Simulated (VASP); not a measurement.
# B7N7H20 in VASP: single point with PBEsol

Aim: the single point of B7N7H20 with PBEsol.

All numbers are computed with VASP 6.6.1; they aren't measurements. Logs are shortened: lines on timing, memory, paths and dates and some standing lists are left out, and cuts for length are marked.

## Step 1: The cell of the first run

The cell holds a cluster in a box, 34 atoms: a = 13.300 Å, b = 13.600 Å, c = 13.900 Å, α = 90.00°, β = 90.00°, γ = 90.00°.

## Step 2: Single point, PBEsol

The input, INCAR:

```
PREC = Accurate
ENCUT = 520
EDIFF = 1E-6
ISMEAR = 0
SIGMA = 0.05
LREAL = Auto
LASPH = T
NELM = 100
ALGO = Normal
ISIF = 2
LWAVE = F
LCHARG = F
GGA = PS
NBANDS = 61
```

The input, KPOINTS:

```
regular mesh
0
Gamma
  1 1 1
```

The input, POSCAR:

```
B7H20N7
1.0
   13.3000000000      0.0000000000      0.0000000000
    0.0000000000     13.6000000000      0.0000000000
    0.0000000000      0.0000000000     13.9000000000
B N H
7 7 20
Direct
    0.4675661529      0.4682862559      0.3370843721
    0.4675019058      0.4682107125      0.6007846807
    0.4675601271      0.3334857581      0.4689696800
    0.4675079470      0.6030138988      0.4688956936
    0.3297237017      0.4682749379      0.4689639782
    0.6053451320      0.4682228051      0.4689017049
    0.6105455682      0.6081003987      0.6057618967
    0.5362022134      0.5354047682      0.4079962217
    0.5400878825      0.5392028743      0.6654595931
    0.5361963419      0.4059654823      0.5346371884
    0.5400937390      0.6691163923      0.5383603452
    0.4038418149      0.5353928879      0.5346311608
    0.6729413805      0.5392137607      0.5383651325
    0.4019402721      0.4041129424      0.4061901192
    0.5245471474      0.4180145167      0.2885565684
    0.4161603165      0.5240196737      0.2885582671
    0.4179155335      0.4197307511      0.6568882400
    0.5774784420      0.5757584657      0.3598031018
    0.4955297577      0.5794139098      0.7112248087
    0.5812078963      0.4956227620      0.7112195306
    0.5245428890      0.2838773926      0.4197886432
    0.4161581436      0.2838814289      0.5235099205
    0.4179175098      0.6603483532      0.4214717718
    0.5774832737      0.3567202080      0.5741201428
    0.4955356448      0.7159008127      0.5776935672
    0.5812076554      0.7158877600      0.4957158958
    0.2789883714      0.5240126305      0.4197876458
    0.2789899360      0.4180123453      0.5235063339
    0.6639630144      0.4197348640      0.4214730760
    0.3534956712      0.5757678548      0.5741251706
    0.7207874781      0.4956346876      0.5776904736
    0.7207789257      0.5794098594      0.4957200816
    0.6634593374      0.6598777360      0.6564469032
    0.3574938535      0.3606232885      0.3636148664
```

Potentials or basis: VASP PAW PBE potentials, release 64 (B, N, H).

On the command line:

```
cat potpaw_PBE.64/B/POTCAR potpaw_PBE.64/N/POTCAR potpaw_PBE.64/H/POTCAR > POTCAR
mpirun -np 1 vasp_gam > vasp.out
```

OUTCAR:

```text
PREC = Accurate
   ENCUT = 520
   EDIFF = 1E-6
   ISMEAR = 0
   LREAL = Auto
   LASPH = T
   NELM = 100
   ISIF = 2
   GGA = PS

 ion  position               nearest neighbor table
   1  0.468  0.468  0.337-  15 1.22  16 1.22  14 1.56   8 1.62
   2  0.468  0.468  0.601-  17 1.22  10 1.55  12 1.55   9 1.63
   3  0.468  0.333  0.469-  21 1.22  22 1.22  14 1.56  10 1.62
   4  0.468  0.603  0.469-  23 1.22   8 1.55  12 1.55  11 1.63
   5  0.330  0.468  0.469-  27 1.22  28 1.22  14 1.56  12 1.62
   6  0.605  0.468  0.469-  29 1.22   8 1.55  10 1.55  13 1.63
   7  0.611  0.608  0.606-  33 1.22  13 1.56  11 1.56   9 1.56
   8  0.536  0.535  0.408-  18 1.03   4 1.55   6 1.55   1 1.62
   9  0.540  0.539  0.665-  19 1.03  20 1.03   7 1.56   2 1.63
  10  0.536  0.406  0.535-  24 1.03   2 1.55   6 1.55   3 1.62
  11  0.540  0.669  0.538-  25 1.03  26 1.03   7 1.56   4 1.63
  12  0.404  0.535  0.535-  30 1.03   2 1.55   4 1.55   5 1.62
  13  0.673  0.539  0.538-  31 1.03  32 1.03   7 1.56   6 1.63
  14  0.402  0.404  0.406-  34 1.02   5 1.56   3 1.56   1 1.56
  15  0.525  0.418  0.289-   1 1.22
  16  0.416  0.524  0.289-   1 1.22
  17  0.418  0.420  0.657-   2 1.22
  18  0.577  0.576  0.360-   8 1.03
  19  0.496  0.579  0.711-   9 1.03
  20  0.581  0.496  0.711-   9 1.03
[... 12 lines left out ...]
  33  0.663  0.660  0.656-   7 1.22
  34  0.357  0.361  0.364-  14 1.02

  LATTYP: Found a simple orthorhombic cell.
 ALAT       =    13.3000000000
 B/A-ratio  =     1.0225563910
 C/A-ratio  =     1.0451127820

  Lattice vectors:

 A1 = (  13.3000000000,   0.0000000000,   0.0000000000)
 A2 = (   0.0000000000,  13.6000000000,   0.0000000000)
 A3 = (   0.0000000000,   0.0000000000,  13.9000000000)

Analysis of symmetry for initial positions (statically):
=====================================================================
 Subroutine PRICEL returns:
 Original cell was already a primitive cell.

 Routine SETGRP: Setting up the symmetry group for a
 simple orthorhombic supercell.

 Subroutine GETGRP returns: Found  1 space group operations
 (whereof  1 operations were pure point group operations)
 out of a pool of  8 trial point group operations.

The static configuration has the point symmetry C_1 .

Analysis of symmetry for dynamics (positions and initial velocities):
=====================================================================
 Subroutine PRICEL returns:
 Original cell was already a primitive cell.

 Routine SETGRP: Setting up the symmetry group for a
 simple orthorhombic supercell.

 Subroutine GETGRP returns: Found  1 space group operations
 (whereof  1 operations were pure point group operations)
 out of a pool of  8 trial point group operations.

The dynamic configuration has the point symmetry C_1 .

 Subroutine INISYM returns: Found  1 space group operations
 (whereof  1 operations are pure point group operations),
 and found     1 'primitive' translations

----------------------------------------------------------------------------------------

                                     Primitive cell

  volume of cell :    2514.2320

  direct lattice vectors                    reciprocal lattice vectors
    13.300000000  0.000000000  0.000000000     0.075187970  0.000000000  0.000000000
     0.000000000 13.600000000  0.000000000     0.000000000  0.073529412  0.000000000
     0.000000000  0.000000000 13.900000000     0.000000000  0.000000000  0.071942446

  length of vectors
    13.300000000 13.600000000 13.900000000     0.075187970  0.073529412  0.071942446

  position of ions in fractional coordinates (direct lattice)
     0.467566153  0.468286256  0.337084372
     0.467501906  0.468210713  0.600784681
     0.467560127  0.333485758  0.468969680
     0.467507947  0.603013899  0.468895694
     0.329723702  0.468274938  0.468963978
     0.605345132  0.468222805  0.468901705
[... 26 lines left out ...]
     0.663459337  0.659877736  0.656446903
     0.357493854  0.360623289  0.363614866

  ion indices of the primitive-cell ions
   primitive index   ion index
                 1           1
                 2           2
                 3           3
                 4           4
                 5           5
                 6           6
[... 26 lines left out ...]
                33          33
                34          34

----------------------------------------------------------------------------------------

 KPOINTS: regular mesh

Automatic generation of k-mesh.
 Grid dimensions read from file:
 generate k-points for:    1    1    1

 Generating k-lattice:

  Cartesian coordinates                     Fractional coordinates (reciprocal lattice)
     0.075187970  0.000000000  0.000000000     1.000000000  0.000000000  0.000000000
     0.000000000  0.073529412  0.000000000     0.000000000  1.000000000  0.000000000
     0.000000000  0.000000000  0.071942446     0.000000000  0.000000000  1.000000000

  Length of vectors
     0.075187970  0.073529412  0.071942446

  Shift w.r.t. Gamma in fractional coordinates (k-lattice)
     0.000000000  0.000000000  0.000000000

 Subroutine IBZKPT returns following result:
 ===========================================

 Found      1 irreducible k-points:

 Following reciprocal coordinates:
            Coordinates               Weight
  0.000000  0.000000  0.000000      1.000000
   k-points           NKPTS =      1   k-points in BZ     NKDIM =      1   number of bands    NBANDS=     61
   number of dos      NEDOS =    301   number of ions     NIONS =     34
   total plane-waves  NPLWV = ******
   dimension x,y,z NGX =   100 NGY =  108 NGZ =  108
   dimension x,y,z NGXF=   200 NGYF=  216 NGZF=  216
   ions per type =               7   7  20
   NGX,Y,Z   is equivalent  to a cutoff of  12.50, 13.20, 12.92 a.u.
   NGXF,Y,Z  is equivalent  to a cutoff of  25.00, 26.40, 25.83 a.u.
 SYSTEM =  unknown system
   PREC   = accura    normal or accurate (medium, high low for compatibility)
   ISTART =      0    job   : 0-new  1-cont  2-samecut
   ICHARG =      2    charge: 1-file 2-atom 10-const
   ISPIN  =      1    spin polarized calculation?
   LNONCOLLINEAR =      F non collinear calculations
   LSORBIT =      F    spin-orbit coupling
   LASPH  =      T    aspherical Exc in radial PAW
   ENCUT  =  520.0 eV  38.22 Ry    6.18 a.u.  24.73 25.29 25.84*2*pi/ulx,y,z
   NELM   =    100;   NELMIN=  2; NELMDL= -5     # of ELM steps
   EDIFF  = 0.1E-05   stopping-criterion for ELM
   LREAL  =      T    real-space projection
   EDIFFG = 0.1E-04   stopping-criterion for IOM
   NSW    =      0    number of steps for IOM
   IBRION =     -1    ionic relax: 0-MD 1-quasi-New 2-CG
   NFREE  =      0    steps in history (QN), initial steepest desc. (CG)
   ISIF   =      2    stress and relaxation
   ISYM   =      2    0-nonsym 1-usesym 2-fastsym
   POTIM  = 0.5000    time-step for ionic-motion
   TEBEG  =    0.0;   TEEND  =   0.0 temperature during run
   PSTRESS=    0.0 pullay stress
   NELECT =      76.0000    total number of electrons
   NUPDOWN=      -1.0000    fix difference up-down
   EMIN   =  10.00;   EMAX   =-10.00  energy-range for DOS
   EFERMI =   0.00;   METHOD = LEGACY
   ISMEAR =     0;   SIGMA  =   0.05  broadening in eV -4-tet -1-fermi 0-gaus
   EFERMI_NEDOS =   21; number of points for ismear=-14 and -15
   IALGO  =     38    algorithm
   IMIX   =      4    mixing-type and parameters
     AMIX     =   0.40;   BMIX     =  1.00
     AMIX_MAG =   1.60;   BMIX_MAG =  1.00
  volume/ion in A,a.u.               =      73.95       499.03
  Fermi-wavevector in a.u.,A,eV,Ry     =   0.509970  0.963703  3.538453  0.260069
  Thomas-Fermi vector in A             =   1.522741
   LORBIT       =      0    0 simple, 1 ext, 2 COOP (PROOUT), +10 PAW based schemes
   GGA     = PS    functional components
   LHFCALC =     F    Hartree Fock is set to
   AEXX    =    0.0000 exact exchange contribution
   IVDW    =     0    specifies the selected vdW correction
   LEPSILON=     F    determine dielectric tensor
   LRPA    =     F    only Hartree local field effects (RPA)
 non-spin polarized calculation
 Gauss-broadening in eV      SIGMA  =   0.05
  energy-cutoff  :      520.00
  volume of cell :     2514.23
 maximum number of plane-waves:     33889
 NGX is ok and might be reduce to    98
   NGX = 49   NGY = 51   NGZ = 51

 number of electron      75.9999994 magnetization

 Free energy of the ion-electron system (eV)
  ---------------------------------------------------
  ext. energy  EPLUGINS =         0.00000000
  ---------------------------------------------------
  free energy    TOTEN  =      -190.36468438 eV

  energy without entropy =     -190.36468438  energy(sigma->0) =     -190.36468438

 E-fermi :  -4.2366     XC(G=0):  -1.3431

 val. band max:       -4.5078284533   @ k =   0.0000   0.0000   0.0000
 cond. band min:      -1.2722934602   @ k =   0.0000   0.0000   0.0000
 fundamental gap:      3.2355349931
 Fermi energy:        -4.2366088890

 k-point     1 :       0.0000    0.0000    0.0000
  band No.  band energies     occupation
      1     -23.8576      2.00000
      2     -22.5893      2.00000
      3     -22.5849      2.00000
      4     -21.8454      2.00000
      5     -20.5596      2.00000
      6     -20.5564      2.00000
[... 42 lines left out ...]
     49       1.2762      0.00000
     50       1.2897      0.00000
 [bands above 50 left out]

------------------------ aborting loop because EDIFF is reached ----------------------------------------

  FORCE on cell =-STRESS in cart. coord.  units (eV):
  Direction    XX          YY          ZZ          XY          YZ          ZX
  --------------------------------------------------------------------------------------
  -------------------------------------------------------------------------------------
  Total       -0.2218341     -0.2215533     -0.2184992     -0.0203860     -0.0238287     -0.0195864
  in kB       -0.1413623     -0.1411833     -0.1392371     -0.0129908     -0.0151847     -0.0124813
  external PRESSURE =      -0.1405943 kB  Pullay stress =       0.0000000 kB

 VOLUME and BASIS-vectors are now :
 -----------------------------------------------------------------------------
  energy-cutoff  :      520.00
  volume of cell :     2514.23
      direct lattice vectors                 reciprocal lattice vectors
    13.300000000  0.000000000  0.000000000     0.075187970  0.000000000  0.000000000
     0.000000000 13.600000000  0.000000000     0.000000000  0.073529412  0.000000000
     0.000000000  0.000000000 13.900000000     0.000000000  0.000000000  0.071942446

 POSITION                                       TOTAL-FORCE (eV/Angst)
 -----------------------------------------------------------------------------------
      6.21863      6.36869      4.68547         0.008826      0.009299     -0.001266
      6.21778      6.36767      8.35091         0.005425      0.007256     -0.000139
      6.21855      4.53541      6.51868         0.009472     -0.001638      0.009831
      6.21786      8.20099      6.51765         0.006951      0.000528      0.007050
      4.38533      6.36854      6.51860        -0.002214      0.007400      0.008672
      8.05109      6.36783      6.51773         0.000585      0.006656      0.006744
[... 26 lines left out ...]
      8.82401      8.97434      9.12461         0.011968      0.011813      0.011484
      4.75467      4.90448      5.05425        -0.011561     -0.011148     -0.011031
 -----------------------------------------------------------------------------------
    total drift:                                0.001136     -0.001063      0.001305

  FREE ENERGIE OF THE ION-ELECTRON SYSTEM (eV)
  ---------------------------------------------------
  free  energy   TOTEN  =      -190.3646843823 eV

  energy  without entropy=     -190.3646843823  energy(sigma->0) =     -190.36468438
```

It took 13 min on 1 thread of AMD EPYC 7R43 (Zen 3), shared host; peak memory 1.7 GiB.

Results:

| Item | Value |
| --- | --- |
| Free energy | -190.3647 eV |
| Largest force | 0.032 eV/Å |
| Gap between the frontier levels | 3.24 eV |

Forces in eV/Å, atoms in the order of the input:
```
B    0.009  0.009 -0.001
B    0.005  0.007  0.000
B    0.009 -0.002  0.010
B    0.007  0.001  0.007
B   -0.002  0.007  0.009
B    0.001  0.007  0.007
B   -0.005 -0.007 -0.005
N    0.010  0.010 -0.029
N   -0.003 -0.002  0.007
N    0.010 -0.028  0.010
N   -0.003  0.007 -0.003
N   -0.029  0.010  0.010
N    0.008 -0.003 -0.003
N   -0.013 -0.013 -0.012
H    0.012 -0.012 -0.003
H   -0.012  0.013 -0.003
H   -0.007 -0.007  0.011
H    0.003  0.003 -0.012
H   -0.016  0.012  0.009
H    0.012 -0.016  0.009
H    0.013 -0.003 -0.012
H   -0.012 -0.003  0.013
H   -0.008  0.010 -0.008
H    0.003 -0.012  0.003
H   -0.016  0.009  0.012
H    0.012  0.009 -0.017
H   -0.003  0.013 -0.012
H   -0.003 -0.012  0.013
H    0.010 -0.008 -0.008
H   -0.012  0.004  0.003
H    0.009 -0.017  0.012
H    0.009  0.012 -0.017
H    0.012  0.012  0.011
H   -0.012 -0.011 -0.011
```

Caveat: the PAW data sets were made with another functional, which shifts forces and pressure a little.
